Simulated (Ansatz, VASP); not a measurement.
Sr in VASP and in Ansatz

INCAR

```
SYSTEM = Sr
PREC = Accurate
ENCUT = 520
EDIFF = 1E-6
ISMEAR = 0
SIGMA = 0.1
LREAL = .False.
LASPH = .True.
NELM = 60
ALGO = Fast
ISIF = 2
LWAVE = .False.
LCHARG = .False.
GGA = PE
NBANDS = 28
```

The input KPOINTS:

```
Automatic mesh
0
Gamma
  12 12 4
  0 0 0
```

File POSCAR:

```
Sr
1.0
    4.2627211507      0.0000000000      0.0000000000
   -2.1313605754      3.6916248058      0.0000000000
    0.0000000000      0.0000000000     13.9766500542
Sr
4
Direct
    0.0000000000      0.0000000000      0.0000000000
    0.3333333333      0.6666666667      0.2500000000
    0.0000000000      0.0000000000      0.5000000000
    0.6666666667      0.3333333333      0.7500000000
```

Input for Ansatz:

```yaml
crystal:
  lattice:
    - [4.2627211507, 0.0, 0.0]
    - [-2.1313605754, 3.6916248058, 0.0]
    - [0.0, 0.0, 13.9766500542]
  atoms:
    - { symbol: Sr, position: [0.0, 0.0, 0.0] }
    - { symbol: Sr, position: [0.3333333333, 0.6666666667, 0.25] }
    - { symbol: Sr, position: [0.0, 0.0, 0.5] }
    - { symbol: Sr, position: [0.6666666667, 0.3333333333, 0.75] }
basis:
  ecutwfc: 420
kpoints:
  mp_grid: { grid: [12, 12, 4] }
hamiltonian:
  xc: pbe
scf:
  occupations: { method: gaussian, width: 0.1 }
output:
  forces: true
  stress: true
  eigenvalues: true
```

Alike in both runs: task single point; functional PBE; k mesh 12 × 12 × 4; occupations gaussian, width 0.1 eV; no spin polarisation.

```csv
,VASP,Ansatz
version,VASP 6.6.1,Ansatz 0.2.0
potentials or method,"VASP PAW PBE potentials, release 64 (Sr_sv), cutoff 520 eV","scalar-relativistic, plane waves, PAW"
valence electrons in the cell,40,40
```

|  | VASP | Ansatz | Ansatz less VASP |
| --- | --- | --- | --- |
| gap on the k mesh at the Fermi level (eV) | none | none | - |
| pressure (GPa) | 0.0 | 0.0 | 0.00 |

A gap of «none» marks a metal or a gap that the smearing closes.
